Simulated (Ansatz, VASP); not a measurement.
SnTe in VASP and in Ansatz

Contents of INCAR:

```
  PREC = Accurate
  ENCUT = 520
  EDIFF = 1E-7
  ISMEAR = -1
  SIGMA = 0.08
  LREAL = F
  LASPH = T
  NELM = 60
  ALGO = Normal
  ISIF = 2
  LWAVE = F
  LCHARG = F
  NBANDS = 17
```

The input KPOINTS:

```
Automatic mesh
0
Gamma
  11 11 11
```

File POSCAR:

```
SnTe
1.0
    0.0000000000      3.1299735358      3.1299735358
    3.1299735358      0.0000000000      3.1299735358
    3.1299735358      3.1299735358      0.0000000000
Sn Te
1 1
Direct
    0.0000000000      0.0000000000      0.0000000000
    0.5000000000      0.5000000000      0.5000000000
```

Input for Ansatz:

```yaml
crystal:
  lattice:
    - [0.0, 3.1299735358, 3.1299735358]
    - [3.1299735358, 0.0, 3.1299735358]
    - [3.1299735358, 3.1299735358, 0.0]
  atoms:
    - { symbol: Sn, position: [0.0, 0.0, 0.0] }
    - { symbol: Te, position: [0.5, 0.5, 0.5] }
kpoints:
  mp_grid: { grid: [11, 11, 11] }
scf:
  occupations: { method: fermi_dirac, width: 0.08 }
hamiltonian:
  xc: lda
  pseudopotentials: { kind: all_electron, lapw: { basis_error: 0.00025 } }
output:
  forces: true
  stress: true
  eigenvalues: true
```

Change from the starting cell: volume scaled by 0.975.

Alike in both runs: task single point; functional LDA; k mesh 11 × 11 × 11; occupations fermi-dirac, width 0.08 eV; no spin polarisation.

|  | VASP | Ansatz |
| --- | --- | --- |
| version | VASP 6.6.1 | Ansatz 0.2.0 |
| potentials or method | VASP PAW LDA potentials, release 64 (Sn_d, Te), cutoff 520 eV | all-electron LAPW, scalar-relativistic |

|  | VASP | Ansatz | Ansatz less VASP |
| --- | --- | --- | --- |
| pressure (GPa) | -0.5 | -0.6 | -0.03 |

LDA's correlation is that of Perdew and Zunger in VASP and of Perdew and Wang (1992) in Ansatz. Ansatz ran all-electron here, and VASP with PAW potentials.

Spin-orbit coupling is off throughout.
